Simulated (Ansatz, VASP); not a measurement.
# One calculation of Ni, two programs

Contents of INCAR:

```
PREC = Accurate ; ENCUT = 520
EDIFF = 1E-6 ; ISMEAR = -1
SIGMA = 0.05 ; LREAL = F
LASPH = T ; NELM = 150
ALGO = Normal ; ISIF = 2
LWAVE = F ; LCHARG = F
ISPIN = 2 ; MAGMOM = 0.607
LORBIT = 11 ; LMAXMIX = 4
GGA = RE ; NBANDS = 15
```

Contents of KPOINTS:

```
Automatic mesh
0
Gamma
  18 18 18
```

POSCAR

```
Ni
1.0
   -1.4102138889      1.4102138889      1.4102138889
    1.4102138889     -1.4102138889      1.4102138889
    1.4102138889      1.4102138889     -1.4102138889
Ni
1
Direct
    0.0000000000      0.0000000000      0.0000000000
```

Input for Ansatz:

```yaml
crystal:
  lattice:
    - [-1.4102138889, 1.4102138889, 1.4102138889]
    - [1.4102138889, -1.4102138889, 1.4102138889]
    - [1.4102138889, 1.4102138889, -1.4102138889]
  atoms:
    - { symbol: Ni, position: [0.0, 0.0, 0.0], spin: 0.607 }
hamiltonian:
  xc: revpbe
  pseudopotentials:
    kind: paw
    azcp:
      Ni: "pseudopotentials/Ni.paw.azcp"
basis:
  ecutwfc: 420
  fft_grid_basis: typed
kpoints:
  mp_grid: { grid: [18, 18, 18], shift: [0, 0, 0] }
magnetization:
  spin_polarized: true
scf:
  occupations: { method: fermi_dirac, width: 0.05 }
  lower_state_search: "off"
output:
  stress: true
  write_density: true
  write_potential: true
  elf: true
  volumetric_format: npy
```

Alike in both runs: task single point; functional revPBE; k mesh 18 × 18 × 18; occupations fermi-dirac, width 0.05 eV; collinear spin.

|  | VASP | Ansatz |
| --- | --- | --- |
| version | VASP 6.6.1 | Ansatz 0.2.0 |
| potentials or method | VASP PAW PBE potentials, release 64 (Ni), cutoff 520 eV | plane waves (420 eV) with PAW, scalar-relativistic |
| valence electrons in the cell | 10 | 18 |

Ansatz gave:

| Item | Value |
| --- | --- |
| pressure (GPa) | 0.1 |
| net moment per atom (μB) | 0.58 |
| size of the moment on the site where the two differ most (μB) | 0.62 |

Q: Estimate VASP's values.

A: Pressure (GPa): 0.1; net moment per atom (μB): 0.57; size of the moment on the site where the two differ most (μB): 0.59.

VASP's potentials were made for PBE, not for revPBE. Site moments also hang on the region over which each program counts them. The functional is the same, so the differences come from potentials, cutoffs and numerics. VASP's potentials hold 10 valence electrons a cell and Ansatz's 18, so a difference there can come from the potentials and not from the codes.
